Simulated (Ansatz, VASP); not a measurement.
## GaAs: VASP beside Ansatz

The input POSCAR:

```
GaAs
1.0
    0.0000000000      2.8611353442      2.8611353442
    2.8611353442      0.0000000000      2.8611353442
    2.8611353442      2.8611353442      0.0000000000
Ga As
1 1
Direct
    0.0000000000      0.0000000000      0.0000000000
    0.2500000000      0.2500000000      0.2500000000
```

The input INCAR.step1:

```
PREC     = Accurate       # precision mode
ENCUT    = 520            # plane-wave cutoff, eV
ISMEAR   = 0              # smearing method
SIGMA    = 0.01           # smearing width, eV
LREAL    = F              # projectors in reciprocal space
LASPH    = T              # aspherical terms in the spheres
NELM     = 100            # most SCF steps
NBANDS   = 16             # bands
GGA      = PE             # functional
ALGO     = Normal         # electronic algorithm
EDIFF    = 1E-4           # SCF threshold, eV
LWAVE    = T              # write WAVECAR
LCHARG   = F              # write CHGCAR
```

File INCAR.step2:

```
PREC     = Accurate       # precision mode
ENCUT    = 520            # plane-wave cutoff, eV
EDIFF    = 1E-6           # SCF threshold, eV
ISMEAR   = 0              # smearing method
SIGMA    = 0.01           # smearing width, eV
LREAL    = F              # projectors in reciprocal space
LASPH    = T              # aspherical terms in the spheres
NELM     = 100            # most SCF steps
ALGO     = Normal         # electronic algorithm
ISIF     = 2              # what is computed and relaxed
LWAVE    = F              # write WAVECAR
LCHARG   = F              # write CHGCAR
METAGGA  = R2SCAN         # meta-GGA
LMIXTAU  = T            
NBANDS   = 16             # bands
ISTART   = 1
```

Contents of KPOINTS:

```
Automatic mesh
0
Gamma
  6 6 6
```

Input for Ansatz:

```yaml
crystal:
  lattice:
    - [0.0, 2.8611353442, 2.8611353442]
    - [2.8611353442, 0.0, 2.8611353442]
    - [2.8611353442, 2.8611353442, 0.0]
  atoms:
    - { symbol: Ga, position: [0.0, 0.0, 0.0] }
    - { symbol: As, position: [0.25, 0.25, 0.25] }
kpoints:
  mp_grid: { grid: [6, 6, 6] }
hamiltonian:
  xc: r2scan
scf:
  occupations: { method: fixed }
  n_extra_bands: 4
output:
  forces: true
  stress: true
  eigenvalues: true
```

Alike in both runs: task single point; functional r2SCAN; k mesh 6 × 6 × 6; no spin polarisation.

|  | VASP | Ansatz |
| --- | --- | --- |
| version | VASP 6.6.1 | Ansatz 0.2.0 |
| potentials or method | VASP PAW PBE potentials, release 64 (Ga_d, As) | plane waves, PAW |
| plane-wave cutoff (eV) | 520 | 500 |
| occupations | gaussian, width 0.01 eV | fixed |
| valence electrons in the cell | 18 | 28 |

|  | VASP | Ansatz | Ansatz less VASP |
| --- | --- | --- | --- |
| gap on the k mesh at the Fermi level (eV) | 0.71 | 0.73 | +0.019 |
| pressure (GPa) | -1.9 | -2.0 | -0.10 |

VASP's potentials were made for PBE, not for r2SCAN. VASP's potentials hold 18 valence electrons a cell and Ansatz's 28, so a difference there can come from the potentials and not from the codes.
